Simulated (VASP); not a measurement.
AlCo, 2 atoms in the cell. It takes space group P4/mmm (No. 123, tetragonal). Conventional cell: a = 2.865 Å, b = 2.865 Å, c = 2.823 Å, α = 90.00°, β = 90.00°, γ = 90.00°. Al (site symmetry 4/mmm) has 8 Co at 2.47 Å and 6 Al at 2.82 to 2.86 Å within 3.3 Å. Within 3.3 Å of Co (site symmetry 4/mmm) lie 8 Al at 2.47 Å and 6 Co at 2.82 to 2.86 Å.  This cell differs from its parent crystal: strain +0.0150 x Voigt [1, 1, 0, 0, 0, 0].

```yaml
Program: VASP 6.6.1
Task: single point
Functional: PBEsol
Potentials_or_basis: VASP PAW PBE potentials, release 64 (Al, Co)
Cutoff: 520 eV
k_mesh: 22 × 22 × 22
Occupations: gaussian, width 0.15 eV
Spin: no spin polarisation
Dipole_correction: no
Further_INCAR_settings: ALGO = Fast; EDIFF = 1e-07; NBANDS = 13
```

Potentials or basis: VASP PAW PBE potentials, release 64 (Al, Co).

Run with:

```bash
$ cat potpaw_PBE.64/Al/POTCAR potpaw_PBE.64/Co/POTCAR > POTCAR
$ mpirun -np 1 vasp_std > vasp.out
```

Hardware: 1 thread of AMD EPYC 9R45 96-Core Processor (Zen 5), with other jobs on the host.

Question: Estimate the wall time of this run.

Answer: It took 2.9 min on 1 thread of AMD EPYC 9R45 96-Core Processor (Zen 5), with other jobs on the host, peak memory 0.36 GiB. Counts: scf iterations 17, k points 936.
